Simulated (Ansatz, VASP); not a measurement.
Two plane-wave programs on BeS

INCAR

```
SYSTEM = BeS
PREC     = Accurate       ! precision mode
ENCUT    = 520            ! plane-wave cutoff, eV
EDIFF    = 1E-7           ! SCF threshold, eV
ISMEAR   = 0              ! smearing method
SIGMA    = 0.05           ! smearing width, eV
LREAL    = .FALSE.        ! projectors in reciprocal space
LASPH    = .TRUE.         ! aspherical terms in the spheres
NELM     = 80             ! most SCF steps
ALGO     = Normal         ! electronic algorithm
ISIF     = 2              ! what is computed and relaxed
LWAVE    = .FALSE.        ! write WAVECAR
LCHARG   = .FALSE.        ! write CHGCAR
GGA      = PS             ! functional
NBANDS   = 11             ! bands
```

File KPOINTS:

```
regular mesh
0
G
  10 10 10
  0 0 0
```

POSCAR

```
BeS
1.0
    0.0000000000      2.5103187412      2.3168608594
    2.3168608594      0.0000000000      2.3168608594
    2.3168608594      2.5103187412      0.0000000000
Be S
1 1
Direct
    0.0000000000      0.0000000000      0.0000000000
    0.7500000000      0.7500000000      0.7500000000
```

Input for Ansatz:

```yaml
crystal:
  lattice:
    - [0.0, 2.5103187412, 2.3168608594]
    - [2.3168608594, 0.0, 2.3168608594]
    - [2.3168608594, 2.5103187412, 0.0]
  atoms:
    - { symbol: Be, position: [0.0, 0.0, 0.0] }
    - { symbol: S, position: [0.75, 0.75, 0.75] }
basis:
  ecutwfc: 520.0
kpoints:
  mp_grid: { grid: [10, 10, 10] }
hamiltonian:
  xc: pbesol
scf:
  occupations: { method: gaussian, width: 0.05 }
output:
  forces: true
  stress: true
  eigenvalues: true
```

Alike in both runs: task single point; functional PBEsol; k mesh 10 × 10 × 10; occupations gaussian, width 0.05 eV; no spin polarisation.

|  | VASP | Ansatz |
| --- | --- | --- |
| version | VASP 6.6.1 | Ansatz 0.2.0 |
| potentials or method | VASP PAW PBE potentials, release 64 (Be, S), cutoff 520 eV | scalar-relativistic, plane waves, PAW |
| valence electrons in the cell | 8 | 8 |

|  | VASP | Ansatz | Ansatz less VASP |
| --- | --- | --- | --- |
| gap on the k mesh at the Fermi level (eV) | 2.41 | 2.41 | -0.004 |
| least direct gap on the mesh (eV) | 5.42 | 5.39 | -0.030 |
| pressure (GPa) | 5.3 | 5.2 | -0.17 |
| traceless stress, the component that is largest in VASP (GPa) | -6.01 | -6.04 | -0.031 |

VASP's potentials were made for PBE, not for PBEsol.
